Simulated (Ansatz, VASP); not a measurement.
Pb: VASP beside Ansatz

```
Pb
1.0
     3.19175    0.00000    0.00000
     0.00000    3.19175    0.00000
     0.00000    0.00000    3.19175
Pb
1
Direct
  0.00000 0.00000 0.00000
```

Alike in both runs: task single point; functional PBEsol; k mesh 6 × 6 × 6; occupations gaussian, width 0.1 eV; no spin polarisation.

|  | VASP | Ansatz |
| --- | --- | --- |
| version | VASP 6.6.1 | Ansatz 0.2.0 |
| potentials or method | VASP PAW PBE potentials, release 64 (Pb_d), cutoff 520 eV | scalar-relativistic, plane waves, PAW |
| valence electrons in the cell | 14 | 14 |

```tsv
	VASP	Ansatz	Ansatz less VASP
gap on the k mesh at the Fermi level (eV)	none	none	-
pressure (GPa)	-0.6	-0.6	+0.02
```

VASP's potentials were made for PBE, not for PBEsol. A gap of «none» marks a metal or a gap that the smearing closes.

Neither program's run includes spin-orbit coupling.
